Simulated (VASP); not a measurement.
A run of VASP 6.6.1:

INCAR

```
  ALGO = Normal
  EDIFF = 1E-6
  ENCUT = 520
  GGA = PS
  GGA_COMPAT = False
  ISIF = 2
  ISMEAR = 0
  LASPH = True
  LCHARG = False
  LORBIT = 11
  LORBMOM = True
  LREAL = False
  LSORBIT = True
  LWAVE = False
  MAGMOM = 0 0 0 0 0 0 0 0 0 0 0 0
  NBANDS = 50
  NELM = 150
  PREC = Accurate
  SIGMA = 0.01
```

KPOINTS

```
k-points
0
Gamma
  6 6 4
```

Contents of POSCAR:

```
CdS
1.0
    4.1444768527      0.0000000000      0.0000000000
   -2.0722384264      3.5892222399      0.0000000000
    0.0000000000      0.0000000000      6.6782173474
Cd S
2 2
Direct
    0.3333333333      0.6666666667     -0.0018872034
    0.6666666667      0.3333333333      0.4981127966
    0.3333333333      0.6666666667      0.3768872034
    0.6666666667      0.3333333333      0.8768872034
```

Potentials or basis: VASP PAW PBE potentials, release 64 (Cd, S).

Command:

```console
$ cat potpaw_PBE.64/Cd/POTCAR potpaw_PBE.64/S/POTCAR > POTCAR
$ mpirun -np 1 vasp_ncl > vasp.out
```

Hardware: 1 thread of Intel Xeon 8259CL, with other jobs on the host.

Task: Estimate the wall time of this run.

Result: Wall time 5.2 min on 1 thread of Intel Xeon 8259CL, on a shared host, peak memory 0.52 GiB. Counts: scf iterations 13, k points 28.
